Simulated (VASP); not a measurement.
# Ta (Im-3m) in VASP: notebook

The runs below take Ta through single point, relaxation of cell and atoms, with r2SCAN, PBE+D4, BLYP.

Everything below comes from runs of VASP 6.6.1. Logs are shortened: lines on timing, memory, paths and dates and some standing lists are left out, and cuts for length are marked.

### 1 The cell of the first run

Symmetry: Im-3m, No. 229, cubic system. The conventional cell has a = 3.324 Å, b = 3.324 Å, c = 3.324 Å, α = 90.00°, β = 90.00°, γ = 90.00°. Ta (site symmetry m-3m) has 14 Ta at 2.88 to 3.32 Å within 3.8 Å.

### 2 Single point, r2SCAN

The input, POSCAR:

```
Ta
1.0
   -1.6622159478      1.6622159478      1.6622159478
    1.6622159478     -1.6622159478      1.6622159478
    1.6622159478      1.6622159478     -1.6622159478
Ta
1
Direct
    0.0000000000      0.0000000000      0.0000000000
```

The input, INCAR.step1:

```
SYSTEM = Ta
PREC = Accurate
ENCUT = 520
ISMEAR = -1
SIGMA = 0.05
LREAL = .False.
LASPH = .True.
NELM = 60
NBANDS = 12
GGA = PE
ALGO = Normal
EDIFF = 1E-4
LWAVE = .True.
LCHARG = .False.
```

The input, INCAR.step2:

```
SYSTEM = Ta
PREC = Accurate
ENCUT = 520
EDIFF = 1E-6
ISMEAR = -1
SIGMA = 0.05
LREAL = .False.
LASPH = .True.
NELM = 60
ALGO = Normal
ISIF = 2
LWAVE = .False.
LCHARG = .False.
METAGGA = R2SCAN
LMIXTAU = .True.
NBANDS = 12
ISTART = 1
```

The input, KPOINTS:

```
regular mesh
0
Gamma
  11 11 11
  0 0 0
```

Potentials or basis: VASP PAW PBE potentials, release 64 (Ta_pv).

Started as:

```console
cat potpaw_PBE.64/Ta_pv/POTCAR > POTCAR
cp INCAR.step1 INCAR
mpirun -np 1 vasp_std > vasp.out
cp INCAR.step2 INCAR
mpirun -np 1 vasp_std > vasp.out
```

OUTCAR:

```text
SYSTEM = Ta
   PREC = Accurate
   ENCUT = 520
   EDIFF = 1E-6
   ISMEAR = -1
   LREAL = .False.
   LASPH = .True.
   NELM = 60
   ISIF = 2
   METAGGA = R2SCAN
   ISTART = 1

 ion  position               nearest neighbor table
   1  0.000  0.000  0.000-

  LATTYP: Found a body centered cubic cell.
 ALAT       =     3.3244318956

  Lattice vectors:

 A1 = (  -1.6622159478,   1.6622159478,   1.6622159478)
 A2 = (   1.6622159478,  -1.6622159478,   1.6622159478)
 A3 = (   1.6622159478,   1.6622159478,  -1.6622159478)

Analysis of symmetry for initial positions (statically):
=====================================================================
 Subroutine PRICEL returns:
 Original cell was already a primitive cell.

 Routine SETGRP: Setting up the symmetry group for a
 body centered cubic supercell.

 Subroutine GETGRP returns: Found 48 space group operations
 (whereof 48 operations were pure point group operations)
 out of a pool of 48 trial point group operations.

The static configuration has the point symmetry O_h .

Analysis of symmetry for dynamics (positions and initial velocities):
=====================================================================
 Subroutine PRICEL returns:
 Original cell was already a primitive cell.

 Routine SETGRP: Setting up the symmetry group for a
 body centered cubic supercell.

 Subroutine GETGRP returns: Found 48 space group operations
 (whereof 48 operations were pure point group operations)
 out of a pool of 48 trial point group operations.

The dynamic configuration has the point symmetry O_h .

 Subroutine INISYM returns: Found 48 space group operations
 (whereof 48 operations are pure point group operations),
 and found     1 'primitive' translations

----------------------------------------------------------------------------------------

                                     Primitive cell

  volume of cell :      18.3706

  direct lattice vectors                    reciprocal lattice vectors
    -1.662215948  1.662215948  1.662215948     0.000000000  0.300803274  0.300803274
     1.662215948 -1.662215948  1.662215948     0.300803274  0.000000000  0.300803274
     1.662215948  1.662215948 -1.662215948     0.300803274  0.300803274  0.000000000

  length of vectors
     2.879042475  2.879042475  2.879042475     0.425400070  0.425400070  0.425400070

  position of ions in fractional coordinates (direct lattice)
     0.000000000  0.000000000  0.000000000

  ion indices of the primitive-cell ions
   primitive index   ion index
                 1           1

----------------------------------------------------------------------------------------

 KPOINTS: regular mesh

Automatic generation of k-mesh.
 Grid dimensions read from file:
 generate k-points for:   11   11   11

 Generating k-lattice:

  Cartesian coordinates                     Fractional coordinates (reciprocal lattice)
     0.000000000  0.027345752  0.027345752     0.090909091  0.000000000  0.000000000
     0.027345752  0.000000000  0.027345752     0.000000000  0.090909091  0.000000000
     0.027345752  0.027345752  0.000000000     0.000000000  0.000000000  0.090909091

  Length of vectors
     0.038672734  0.038672734  0.038672734

  Shift w.r.t. Gamma in fractional coordinates (k-lattice)
     0.000000000  0.000000000  0.000000000

 Subroutine IBZKPT returns following result:
 ===========================================

 Found     56 irreducible k-points:

 Following reciprocal coordinates:
            Coordinates               Weight
  0.000000  0.000000  0.000000      1.000000
  0.090909  0.000000  0.000000     12.000000
  0.181818  0.000000  0.000000     12.000000
  0.272727  0.000000  0.000000     12.000000
  0.363636  0.000000  0.000000     12.000000
  0.454545  0.000000  0.000000     12.000000
[... 16 lines left out ...]
  0.272727  0.181818  0.090909     48.000000
  0.363636  0.181818  0.090909     24.000000
 [... further k-points ...]
   k-points           NKPTS =     56   k-points in BZ     NKDIM =     56   number of bands    NBANDS=     12
   number of dos      NEDOS =    301   number of ions     NIONS =      1
   total plane-waves  NPLWV =  13824
   dimension x,y,z NGX =    24 NGY =   24 NGZ =   24
   dimension x,y,z NGXF=    48 NGYF=   48 NGZF=   48
   ions per type =               1
   NGX,Y,Z   is equivalent  to a cutoff of  13.86, 13.86, 13.86 a.u.
   NGXF,Y,Z  is equivalent  to a cutoff of  27.72, 27.72, 27.72 a.u.
 SYSTEM =  Ta
   PREC   = accura    normal or accurate (medium, high low for compatibility)
   ISTART =      1    job   : 0-new  1-cont  2-samecut
   ICHARG =      0    charge: 1-file 2-atom 10-const
   ISPIN  =      1    spin polarized calculation?
   LNONCOLLINEAR =      F non collinear calculations
   LSORBIT =      F    spin-orbit coupling
   LASPH  =      T    aspherical Exc in radial PAW
   ENCUT  =  520.0 eV  38.22 Ry    6.18 a.u.   5.35  5.35  5.35*2*pi/ulx,y,z
   NELM   =     60;   NELMIN=  2; NELMDL=  0     # of ELM steps
   EDIFF  = 0.1E-05   stopping-criterion for ELM
   LREAL  =      F    real-space projection
   EDIFFG = 0.1E-04   stopping-criterion for IOM
   NSW    =      0    number of steps for IOM
   IBRION =     -1    ionic relax: 0-MD 1-quasi-New 2-CG
   NFREE  =      0    steps in history (QN), initial steepest desc. (CG)
   ISIF   =      2    stress and relaxation
   ISYM   =      2    0-nonsym 1-usesym 2-fastsym
   POTIM  = 0.5000    time-step for ionic-motion
   TEBEG  =    0.0;   TEEND  =   0.0 temperature during run
   PSTRESS=    0.0 pullay stress
   NELECT =      11.0000    total number of electrons
   NUPDOWN=      -1.0000    fix difference up-down
   EMIN   =  10.00;   EMAX   =-10.00  energy-range for DOS
   EFERMI =   0.00;   METHOD = LEGACY
   ISMEAR =    -1;   SIGMA  =   0.05  broadening in eV -4-tet -1-fermi 0-gaus
   EFERMI_NEDOS =   21; number of points for ismear=-14 and -15
   IALGO  =     38    algorithm
   IMIX   =      4    mixing-type and parameters
     AMIX     =   0.40;   BMIX     =  1.00
     AMIX_MAG =   1.60;   BMIX_MAG =  1.00
  volume/ion in A,a.u.               =      18.37       123.97
  Fermi-wavevector in a.u.,A,eV,Ry     =   1.379849  2.607537 25.905271  1.903984
  Thomas-Fermi vector in A             =   2.504781
   LORBIT       =      0    0 simple, 1 ext, 2 COOP (PROOUT), +10 PAW based schemes
   METAGGA = R2SCAN    functional components
   LHFCALC =     F    Hartree Fock is set to
   AEXX    =    0.0000 exact exchange contribution
   IVDW    =     0    specifies the selected vdW correction
   LEPSILON=     F    determine dielectric tensor
   LRPA    =     F    only Hartree local field effects (RPA)
 non-spin polarized calculation
  energy-cutoff  :      520.00
  volume of cell :       18.37
 maximum number of plane-waves:       531
 NGX is ok and might be reduce to    24
   NGX = 11   NGY = 11   NGZ = 11

 number of electron      11.0000000 magnetization

 Free energy of the ion-electron system (eV)
  ---------------------------------------------------
  ext. energy  EPLUGINS =         0.00000000
  ---------------------------------------------------
  free energy    TOTEN  =       -48.58264942 eV

  energy without entropy =      -48.57221467  energy(sigma->0) =      -48.57743204

 E-fermi :   5.1371     XC(G=0): -13.6570

 val. band max:        5.1329771885   @ k =   0.3636   0.1818   0.0000
 cond. band min:       5.1456559280   @ k =  -0.4545  -0.4545   0.1818
 fundamental gap:      0.0126787396
 Fermi energy:         5.1371433124

 k-point     1 :       0.0000    0.0000    0.0000
  band No.  band energies     occupation
      1     -29.1366      2.00000
      2     -29.1366      2.00000
      3     -29.1366      2.00000
      4      -3.0863      2.00000
      5       6.0087      0.00000
      6       6.0087      0.00000
      7       6.0087      0.00000
      8       9.4254      0.00000
      9       9.4254      0.00000
     10      17.1891      0.00000
     11      20.8494      0.00000
     12      20.8494      0.00000

 k-point     2 :       0.0909    0.0000    0.0000
  band No.  band energies     occupation
      1     -29.2361      2.00000
      2     -29.1670      2.00000
      3     -29.1371      2.00000
      4      -2.7136      2.00000
      5       5.7678      0.00001
      6       5.9211      0.00000
      7       6.3727      0.00000
      8       9.0698      0.00000
      9       9.4264      0.00000
     10      17.1890      0.00000
     11      21.1629      0.00000
     12      21.5057      0.00000

 k-point     3 :       0.1818    0.0000    0.0000
  band No.  band energies     occupation
      1     -29.4959      2.00000
      2     -29.2479      2.00000
      3     -29.1385      2.00000
      4      -1.6994      2.00000
      5       5.1839      0.56396
      6       5.5142      0.00106
      7       7.4334      0.00000
      8       8.6989      0.00000
      9       9.4785      0.00000
     10      17.1888      0.00000
     11      21.5374      0.00000
     12      23.1278      0.00000

 k-point     4 :       0.2727    0.0000    0.0000
  band No.  band energies     occupation
      1     -29.8216      2.00000
      2     -29.3521      2.00000
      3     -29.1405      2.00000
      4      -0.4067      2.00000
      5       4.5220      1.99999
      6       5.0268      1.80159
      7       8.8830      0.00000
      8       9.0864      0.00000
      9       9.6646      0.00000
     10      17.1882      0.00000
     11      20.5459      0.00000
     12      21.8070      0.00000

 k-point     5 :       0.3636    0.0000    0.0000
  band No.  band energies     occupation
      1     -30.1081      2.00000
      2     -29.4461      2.00000
      3     -29.1424      2.00000
      4       0.4759      2.00000
      5       3.9881      2.00000
      6       5.3289      0.04227
      7       9.2467      0.00000
      8       9.9864      0.00000
      9      11.0888      0.00000
     10      17.1854      0.00000
     11      18.8705      0.00000
     12      19.2355      0.00000
[... 228 lines left out ...]
      1     -29.2699      2.00000
      2     -29.1979      2.00000
      3     -29.1979      2.00000
      4      -2.3496      2.00000
      5       5.9160      0.00000
      6       5.9160      0.00000
      7       6.3621      0.00000
      8       8.2716      0.00000
      9       9.8281      0.00000
     10      17.1890      0.00000
     11      22.0276      0.00000
     12      22.1320      0.00000

 k-point    22 :       0.1818    0.1818    0.0909
  band No.  band energies     occupation
      1     -30.0343      2.00000
      2     -29.4307      2.00000
      3     -29.2896      2.00000
      4       1.5182      2.00000
      5       3.8245      2.00000
      6       3.9753      2.00000
      7       9.4737      0.00000
      8      10.0687      0.00000
      9      12.4945      0.00000
     10      17.1838      0.00000
     11      18.8367      0.00000
     12      21.0651      0.00000

 k-point    23 :       0.2727    0.1818    0.0909
  band No.  band energies     occupation
      1     -30.0879      2.00000
      2     -29.5844      2.00000
      3     -29.3177      2.00000
      4       2.2140      2.00000
      5       3.6177      2.00000
      6       4.4357      2.00000
      7       9.7399      0.00000
      8      10.3122      0.00000
      9      14.4588      0.00000
     10      15.9614      0.00000
     11      17.1984      0.00000
     12      19.6003      0.00000

 k-point    24 :       0.3636    0.1818    0.0909
  band No.  band energies     occupation
      1     -30.0907      2.00000
      2     -29.6614      2.00000
      3     -29.3255      2.00000
      4       2.2617      2.00000
      5       3.5544      2.00000
      6       5.0405      1.74707
      7       9.8328      0.00000
      8      10.4107      0.00000
      9      14.6907      0.00000
     10      15.4108      0.00000
     11      17.1942      0.00000
     12      18.9494      0.00000

 [... further k-points ...]

------------------------ aborting loop because EDIFF is reached ----------------------------------------

  FORCE on cell =-STRESS in cart. coord.  units (eV):
  Direction    XX          YY          ZZ          XY          YZ          ZX
  --------------------------------------------------------------------------------------
  -------------------------------------------------------------------------------------
  Total       -0.3635213     -0.3635213     -0.3635213     -0.0000000     -0.0000000     -0.0000000
  in kB      -31.7042996    -31.7042996    -31.7042996     -0.0000000     -0.0000000     -0.0000000
  external PRESSURE =     -31.7042996 kB  Pullay stress =       0.0000000 kB

 VOLUME and BASIS-vectors are now :
 -----------------------------------------------------------------------------
  energy-cutoff  :      520.00
  volume of cell :       18.37
      direct lattice vectors                 reciprocal lattice vectors
    -1.662215948  1.662215948  1.662215948     0.000000000  0.300803274  0.300803274
     1.662215948 -1.662215948  1.662215948     0.300803274  0.000000000  0.300803274
     1.662215948  1.662215948 -1.662215948     0.300803274  0.300803274  0.000000000

 POSITION                                       TOTAL-FORCE (eV/Angst)
 -----------------------------------------------------------------------------------
      0.00000      0.00000      0.00000        -0.000000     -0.000000     -0.000000
 -----------------------------------------------------------------------------------
    total drift:                                0.000000      0.000000     -0.000000

  FREE ENERGIE OF THE ION-ELECTRON SYSTEM (eV)
  ---------------------------------------------------
  free  energy   TOTEN  =       -48.5826494160 eV

  energy  without entropy=      -48.5722146657  energy(sigma->0) =      -48.57743204
```

It took 39 s on 1 thread of Intel Xeon Platinum 8488C (Sapphire Rapids), shared host; peak memory 0.15 GiB.

What came out:

- Free energy: -48.5826 eV
- Pressure: -3.2 GPa

Caveat: the PAW data sets were made with another functional, which shifts forces and pressure a little; spin-orbit coupling is left out, which moves the levels of the heavy elements.

### 3 Single point, r2SCAN

This run uses another cell than the first one, of 19.09 Å³/atom, 1.039 times its volume.

The input, POSCAR:

```
Ta
1.0
   -1.6836662614      1.6836662614      1.6836662614
    1.6836662614     -1.6836662614      1.6836662614
    1.6836662614      1.6836662614     -1.6836662614
Ta
1
Direct
    0.0000000000      0.0000000000      0.0000000000
```

The input, INCAR.step1:

```
SYSTEM = Ta
PREC = Accurate ; ENCUT = 520
ISMEAR = -1 ; SIGMA = 0.05
LREAL = .False. ; LASPH = .True.
NELM = 80 ; NBANDS = 12
GGA = PE ; ALGO = Normal
EDIFF = 1E-4 ; LWAVE = .True.
LCHARG = .False.
```

The input, INCAR.step2:

```
SYSTEM = Ta
PREC = Accurate ; ENCUT = 520
EDIFF = 1E-6 ; ISMEAR = -1
SIGMA = 0.05 ; LREAL = .False.
LASPH = .True. ; NELM = 80
ALGO = Normal ; ISIF = 2
LWAVE = .False. ; LCHARG = .False.
METAGGA = R2SCAN ; LMIXTAU = .True.
NBANDS = 12 ; ISTART = 1
```

The input, KPOINTS:

```
Automatic mesh
0
Gamma
  11 11 11
  0 0 0
```

Potentials or basis: VASP PAW PBE potentials, release 64 (Ta_pv).

Started as:

```console
cat potpaw_PBE.64/Ta_pv/POTCAR > POTCAR
cp INCAR.step1 INCAR
mpirun -np 1 vasp_std > vasp.out
cp INCAR.step2 INCAR
mpirun -np 1 vasp_std > vasp.out
```

Wall time 38 s (1 thread of Intel Xeon Platinum 8488C (Sapphire Rapids), shared host); peak memory 0.15 GiB.

Results (log left out):

```
Free energy : -48.5527 eV
Pressure    : -10.0 GPa
```

Levels at points of the mesh, in eV from the Fermi level:
```
           k point  band 3  band 4  band 5  band 6  band 7  band 8
(0.00, 0.00, 0.00)  -34.44   -8.08    0.86    0.86    0.86    4.15
```

Caveat: the PAW data sets were made with another functional, which shifts forces and pressure a little; spin-orbit coupling is left out, which moves the levels of the heavy elements.

### 4 Relaxation of cell and atoms, PBE+D4

This run uses another cell than the first one, of 18.01 Å³/atom, 0.980 times its volume.

The input, INCAR:

```
SYSTEM = Ta
PREC     = Accurate       ! precision mode
ENCUT    = 600            ! plane-wave cutoff, eV
EDIFF    = 1E-7           ! SCF threshold, eV
ISMEAR   = -1             ! smearing method
SIGMA    = 0.05           ! smearing width, eV
LREAL    = .FALSE.        ! projectors in reciprocal space
LASPH    = .TRUE.         ! aspherical terms in the spheres
NELM     = 100            ! most SCF steps
ALGO     = Normal         ! electronic algorithm
ISIF     = 3              ! what is computed and relaxed
LWAVE    = .FALSE.        ! write WAVECAR
LCHARG   = .FALSE.        ! write CHGCAR
GGA      = PE             ! functional
IVDW     = 13             ! dispersion correction
IBRION   = 2              ! ionic algorithm
NSW      = 80             ! ionic steps
EDIFFG   = -0.01          ! ionic threshold
```

The input, KPOINTS:

```
regular mesh
0
G
  11 11 11
  0 0 0
```

The input, POSCAR:

```
Ta
1.0
   -1.6512800000      1.6512800000      1.6512800000
    1.6512800000     -1.6512800000      1.6512800000
    1.6512800000      1.6512800000     -1.6512800000
Ta
1
Direct
    0.0000000000      0.0000000000      0.0000000000
```

Started as:

```console
cat potpaw_PBE.64/Ta_pv/POTCAR > POTCAR
mpirun -np 1 vasp_std > vasp.out
```

Run time: 9.7 s. Hardware: 1 thread of Intel Xeon Platinum 8488C (Sapphire Rapids), shared host; peak memory 0.14 GiB.

It converged, with:

```
Free energy                : -12.1381 eV
Pressure after relaxing    : -0.1 GPa
Dispersion energy per atom : -0.319 eV
```

Final structure:
```cif
data_structure
_symmetry_space_group_name_H-M 'P 1'
_symmetry_Int_Tables_number 1
_cell_length_a 2.8601
_cell_length_b 2.8601
_cell_length_c 2.8601
_cell_angle_alpha 109.471
_cell_angle_beta 109.471
_cell_angle_gamma 109.471
_cell_volume 18.01
loop_
_atom_site_label
_atom_site_type_symbol
_atom_site_fract_x
_atom_site_fract_y
_atom_site_fract_z
_atom_site_occupancy
Ta1 Ta 0.00000 0.00000 0.00000 1
```

Levels at points of the mesh, in eV from the Fermi level:
```
           k point  band 2  band 3  band 4  band 5  band 6  band 7  band 8  band 9
(0.00, 0.00, 0.00)  -33.06  -33.06   -7.91    0.74    0.74    0.74    4.01    4.01
```

Caveat: the relaxation stopped at its first step, so nothing moved; spin-orbit coupling is left out, which moves the levels of the heavy elements; pairwise dispersion overbinds metals, which lowers pressure and volume.

(Continued in part 2 of 2.)
